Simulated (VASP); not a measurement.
# W (Im-3m) in VASP: further runs

The runs below take W through single point, with PBEsol.

All numbers are computed with VASP 6.6.1; they aren't measurements. Logs are shortened: lines on timing, memory, paths and dates and some standing lists are left out, and cuts for length are marked.

## Step 1: The cell of the first run

Symmetry: Im-3m, No. 229, cubic system. Conventional cell: a = 3.022 Å, b = 3.022 Å, c = 3.022 Å, α = 90.00°, β = 90.00°, γ = 90.00°. W (site symmetry m-3m) has 14 W at 2.62 to 3.02 Å within 3.5 Å.

## Step 2: Single point, PBEsol (volume scaled by 0.88)

Input file INCAR:

```
ALGO = Normal ; EDIFF = 1E-6
ENCUT = 520 ; GGA = PS
ISIF = 2 ; ISMEAR = -1
LASPH = T ; LCHARG = F
LREAL = F ; LWAVE = F
NBANDS = 13 ; NELM = 60
PREC = Accurate ; SIGMA = 0.05
```

Input file KPOINTS:

```
k-points
0
Gamma
  19 19 19
```

Input file POSCAR:

```
W
1.0
   -1.5109945290      1.5109945290      1.5109945290
    1.5109945290     -1.5109945290      1.5109945290
    1.5109945290      1.5109945290     -1.5109945290
W
1
Direct
    0.0000000000      0.0000000000      0.0000000000
```

Potentials or basis: VASP PAW PBE potentials, release 64 (W_sv).

On the command line:

```bash
> cat potpaw_PBE.64/W_sv/POTCAR > POTCAR
> mpirun -np 1 vasp_std > vasp.out
```

OUTCAR:

```text
EDIFF = 1E-6
   ENCUT = 520
   GGA = PS
   ISIF = 2
   ISMEAR = -1
   LASPH = T
   LREAL = F
   NELM = 60
   PREC = Accurate

 ion  position               nearest neighbor table
   1  0.000  0.000  0.000-

  LATTYP: Found a body centered cubic cell.
 ALAT       =     3.0219890580

  Lattice vectors:

 A1 = (  -1.5109945290,   1.5109945290,   1.5109945290)
 A2 = (   1.5109945290,  -1.5109945290,   1.5109945290)
 A3 = (   1.5109945290,   1.5109945290,  -1.5109945290)

Analysis of symmetry for initial positions (statically):
=====================================================================
 Subroutine PRICEL returns:
 Original cell was already a primitive cell.

 Routine SETGRP: Setting up the symmetry group for a
 body centered cubic supercell.

 Subroutine GETGRP returns: Found 48 space group operations
 (whereof 48 operations were pure point group operations)
 out of a pool of 48 trial point group operations.

The static configuration has the point symmetry O_h .

Analysis of symmetry for dynamics (positions and initial velocities):
=====================================================================
 Subroutine PRICEL returns:
 Original cell was already a primitive cell.

 Routine SETGRP: Setting up the symmetry group for a
 body centered cubic supercell.

 Subroutine GETGRP returns: Found 48 space group operations
 (whereof 48 operations were pure point group operations)
 out of a pool of 48 trial point group operations.

The dynamic configuration has the point symmetry O_h .

 Subroutine INISYM returns: Found 48 space group operations
 (whereof 48 operations are pure point group operations),
 and found     1 'primitive' translations

----------------------------------------------------------------------------------------

                                     Primitive cell

  volume of cell :      13.7990

  direct lattice vectors                    reciprocal lattice vectors
    -1.510994529  1.510994529  1.510994529     0.000000000  0.330907882  0.330907882
     1.510994529 -1.510994529  1.510994529     0.330907882  0.000000000  0.330907882
     1.510994529  1.510994529 -1.510994529     0.330907882  0.330907882  0.000000000

  length of vectors
     2.617119294  2.617119294  2.617119294     0.467974415  0.467974415  0.467974415

  position of ions in fractional coordinates (direct lattice)
     0.000000000  0.000000000  0.000000000

  ion indices of the primitive-cell ions
   primitive index   ion index
                 1           1

----------------------------------------------------------------------------------------

 KPOINTS: k-points

Automatic generation of k-mesh.
 Grid dimensions read from file:
 generate k-points for:   19   19   19

 Generating k-lattice:

  Cartesian coordinates                     Fractional coordinates (reciprocal lattice)
     0.000000000  0.017416204  0.017416204     0.052631579  0.000000000  0.000000000
     0.017416204  0.000000000  0.017416204     0.000000000  0.052631579  0.000000000
     0.017416204  0.017416204  0.000000000     0.000000000  0.000000000  0.052631579

  Length of vectors
     0.024630232  0.024630232  0.024630232

  Shift w.r.t. Gamma in fractional coordinates (k-lattice)
     0.000000000  0.000000000  0.000000000

 Subroutine IBZKPT returns following result:
 ===========================================

 Found    220 irreducible k-points:

 Following reciprocal coordinates:
            Coordinates               Weight
  0.000000  0.000000  0.000000      1.000000
  0.052632  0.000000  0.000000     12.000000
  0.105263  0.000000  0.000000     12.000000
  0.157895  0.000000  0.000000     12.000000
  0.210526  0.000000  0.000000     12.000000
  0.263158  0.000000  0.000000     12.000000
[... 16 lines left out ...]
  0.263158  0.105263  0.000000     48.000000
  0.315789  0.105263  0.000000     48.000000
 [... further k-points ...]
   k-points           NKPTS =    220   k-points in BZ     NKDIM =    220   number of bands    NBANDS=     13
   number of dos      NEDOS =    301   number of ions     NIONS =      1
   total plane-waves  NPLWV =   8000
   dimension x,y,z NGX =    20 NGY =   20 NGZ =   20
   dimension x,y,z NGXF=    40 NGYF=   40 NGZF=   40
   ions per type =               1
   NGX,Y,Z   is equivalent  to a cutoff of  12.70, 12.70, 12.70 a.u.
   NGXF,Y,Z  is equivalent  to a cutoff of  25.41, 25.41, 25.41 a.u.
 SYSTEM =  unknown system
   PREC   = accura    normal or accurate (medium, high low for compatibility)
   ISTART =      0    job   : 0-new  1-cont  2-samecut
   ICHARG =      2    charge: 1-file 2-atom 10-const
   ISPIN  =      1    spin polarized calculation?
   LNONCOLLINEAR =      F non collinear calculations
   LSORBIT =      F    spin-orbit coupling
   LASPH  =      T    aspherical Exc in radial PAW
   ENCUT  =  520.0 eV  38.22 Ry    6.18 a.u.   4.87  4.87  4.87*2*pi/ulx,y,z
   NELM   =     60;   NELMIN=  2; NELMDL= -5     # of ELM steps
   EDIFF  = 0.1E-05   stopping-criterion for ELM
   LREAL  =      F    real-space projection
   EDIFFG = 0.1E-04   stopping-criterion for IOM
   NSW    =      0    number of steps for IOM
   IBRION =     -1    ionic relax: 0-MD 1-quasi-New 2-CG
   NFREE  =      0    steps in history (QN), initial steepest desc. (CG)
   ISIF   =      2    stress and relaxation
   ISYM   =      2    0-nonsym 1-usesym 2-fastsym
   POTIM  = 0.5000    time-step for ionic-motion
   TEBEG  =    0.0;   TEEND  =   0.0 temperature during run
   PSTRESS=    0.0 pullay stress
   NELECT =      14.0000    total number of electrons
   NUPDOWN=      -1.0000    fix difference up-down
   EMIN   =  10.00;   EMAX   =-10.00  energy-range for DOS
   EFERMI =   0.00;   METHOD = LEGACY
   ISMEAR =    -1;   SIGMA  =   0.05  broadening in eV -4-tet -1-fermi 0-gaus
   EFERMI_NEDOS =   21; number of points for ismear=-14 and -15
   IALGO  =     38    algorithm
   IMIX   =      4    mixing-type and parameters
     AMIX     =   0.40;   BMIX     =  1.00
     AMIX_MAG =   1.60;   BMIX_MAG =  1.00
  volume/ion in A,a.u.               =      13.80        93.12
  Fermi-wavevector in a.u.,A,eV,Ry     =   1.645008  3.108614 36.818053  2.706051
  Thomas-Fermi vector in A             =   2.734877
   LORBIT       =      0    0 simple, 1 ext, 2 COOP (PROOUT), +10 PAW based schemes
   GGA     = PS    functional components
   LHFCALC =     F    Hartree Fock is set to
   AEXX    =    0.0000 exact exchange contribution
   IVDW    =     0    specifies the selected vdW correction
   LEPSILON=     F    determine dielectric tensor
   LRPA    =     F    only Hartree local field effects (RPA)
 non-spin polarized calculation
  energy-cutoff  :      520.00
  volume of cell :       13.80
 maximum number of plane-waves:       380
   NGX =  9   NGY =  9   NGZ =  9

 number of electron      14.0000004 magnetization

 Free energy of the ion-electron system (eV)
  ---------------------------------------------------
  ext. energy  EPLUGINS =         0.00000000
  ---------------------------------------------------
  free energy    TOTEN  =       -13.51144585 eV

  energy without entropy =      -13.50917954  energy(sigma->0) =      -13.51031270

 E-fermi :  13.4010     XC(G=0): -14.5635

 val. band max:       13.3857488339   @ k =  -0.4737   0.4737   0.2105
 cond. band min:      13.4274199844   @ k =  -0.2105   0.2105   0.1053
 fundamental gap:      0.0416711505
 Fermi energy:        13.4010300564

 k-point     1 :       0.0000    0.0000    0.0000
  band No.  band energies     occupation
      1     -60.6131      2.00000
      2     -23.9015      2.00000
      3     -23.9015      2.00000
      4     -23.9015      2.00000
      5       2.9960      2.00000
      6      11.8862      2.00000
      7      11.8862      2.00000
      8      11.8862      2.00000
      9      15.9529      0.00000
     10      15.9529      0.00000
     11      28.2182      0.00000
     12      28.2182      0.00000
     13      28.2182      0.00000

 k-point     2 :       0.0526    0.0000    0.0000
  band No.  band energies     occupation
      1     -60.6065      2.00000
      2     -23.9627      2.00000
      3     -23.9198      2.00000
      4     -23.9020      2.00000
      5       3.1576      2.00000
      6      11.7837      2.00000
      7      11.8637      2.00000
      8      12.0427      2.00000
      9      15.7761      0.00000
     10      15.9509      0.00000
     11      28.3655      0.00000
     12      28.4865      0.00000
     13      28.6577      0.00000

 k-point     3 :       0.1053    0.0000    0.0000
  band No.  band energies     occupation
      1     -60.5875      2.00000
      2     -24.1374      2.00000
      3     -23.9724      2.00000
      4     -23.9035      2.00000
      5       3.6216      2.00000
      6      11.5001      2.00000
      7      11.7688      2.00000
      8      12.5076      2.00000
      9      15.3974      0.00000
     10      15.9542      0.00000
     11      28.7564      0.00000
     12      29.2666      0.00000
     13      29.8110      0.00000
[... 305 lines left out ...]
 k-point    23 :       0.2632    0.1053    0.0000
  band No.  band energies     occupation
      1     -60.4305      2.00000
      2     -25.3695      2.00000
      3     -24.3929      2.00000
      4     -23.9937      2.00000
      5       6.6854      2.00000
      6       9.8176      2.00000
      7      11.1278      2.00000
      8      15.1812      0.00000
      9      16.8510      0.00000
     10      17.7462      0.00000
     11      28.0672      0.00000
     12      30.4440      0.00000
     13      34.8290      0.00000

 k-point    24 :       0.3158    0.1053    0.0000
  band No.  band energies     occupation
      1     -60.3980      2.00000
      2     -25.5951      2.00000
      3     -24.4963      2.00000
      4     -23.9989      2.00000
      5       6.7597      2.00000
      6       9.5250      2.00000
      7      11.9067      2.00000
      8      15.5766      0.00000
      9      17.0300      0.00000
     10      19.2599      0.00000
     11      27.0720      0.00000
     12      28.9426      0.00000
     13      34.2533      0.00000

 [... further k-points ...]

------------------------ aborting loop because EDIFF is reached ----------------------------------------

  FORCE on cell =-STRESS in cart. coord.  units (eV):
  Direction    XX          YY          ZZ          XY          YZ          ZX
  --------------------------------------------------------------------------------------
  -------------------------------------------------------------------------------------
  Total        4.7703549      4.7703549      4.7703549     -0.0000000     -0.0000000      0.0000000
  in kB      553.8760778    553.8760778    553.8760778     -0.0000000     -0.0000000      0.0000000
  external PRESSURE =     553.8760778 kB  Pullay stress =       0.0000000 kB

 VOLUME and BASIS-vectors are now :
 -----------------------------------------------------------------------------
  energy-cutoff  :      520.00
  volume of cell :       13.80
      direct lattice vectors                 reciprocal lattice vectors
    -1.510994529  1.510994529  1.510994529     0.000000000  0.330907882  0.330907882
     1.510994529 -1.510994529  1.510994529     0.330907882  0.000000000  0.330907882
     1.510994529  1.510994529 -1.510994529     0.330907882  0.330907882  0.000000000

 POSITION                                       TOTAL-FORCE (eV/Angst)
 -----------------------------------------------------------------------------------
      0.00000      0.00000      0.00000        -0.000000     -0.000000      0.000000
 -----------------------------------------------------------------------------------
    total drift:                                0.000000     -0.000000      0.000000

  FREE ENERGIE OF THE ION-ELECTRON SYSTEM (eV)
  ---------------------------------------------------
  free  energy   TOTEN  =       -13.5114458499 eV

  energy  without entropy=      -13.5091795404  energy(sigma->0) =      -13.51031270
```

It took 29 s on 1 thread of AMD EPYC 7R43 (Zen 3), shared host; peak memory 0.12 GiB.

What came out:

| Item | Value |
| --- | --- |
| Free energy | -13.5114 eV |
| Pressure | 55.4 GPa |
| Band gap on the k mesh | zero (band 7 reaches 19.21 eV, above the bottom of band 8 at 11.89 eV) |

Caveat: the PAW data sets were made with another functional, which shifts forces and pressure a little; spin-orbit coupling is left out, which moves the levels of the heavy elements.

## Step 3: Single point, PBEsol (volume scaled by 0.94)

Input file INCAR:

```
ALGO = Normal
EDIFF = 1E-7
ENCUT = 520
GGA = PS
ISIF = 2
ISMEAR = -1
LASPH = T
LCHARG = F
LREAL = F
LWAVE = F
NBANDS = 13
NELM = 60
PREC = Accurate
SIGMA = 0.05
```

KPOINTS is that of step 2.

Input file POSCAR:

```
W
1.0
   -1.5445831247      1.5445831247      1.5445831247
    1.5445831247     -1.5445831247      1.5445831247
    1.5445831247      1.5445831247     -1.5445831247
W
1
Direct
    0.0000000000      0.0000000000      0.0000000000
```

Potentials or basis: VASP PAW PBE potentials, release 64 (W_sv).

On the command line:

```bash
> cat potpaw_PBE.64/W_sv/POTCAR > POTCAR
> mpirun -np 1 vasp_std > vasp.out
```

Wall time 29 s (1 thread of AMD EPYC 7R43 (Zen 3), shared host); peak memory 0.12 GiB.

It converged, with:

```yaml
Free_energy: -13.7397 eV
Pressure: 23.8 GPa
Band_gap_on_the_k_mesh: zero (band 7 reaches 17.69 eV, above the bottom of band 8 at 10.99 eV)
```

Levels at points of the mesh, in eV from the Fermi level:
```csv
k point,band 5,band 6,band 7,band 8,band 9,band 10
"(0.00, 0.00, 0.00)",-10.02,-1.34,-1.34,-1.34,2.44,2.44
```

Caveat: the PAW data sets were made with another functional, which shifts forces and pressure a little; spin-orbit coupling is left out, which moves the levels of the heavy elements.
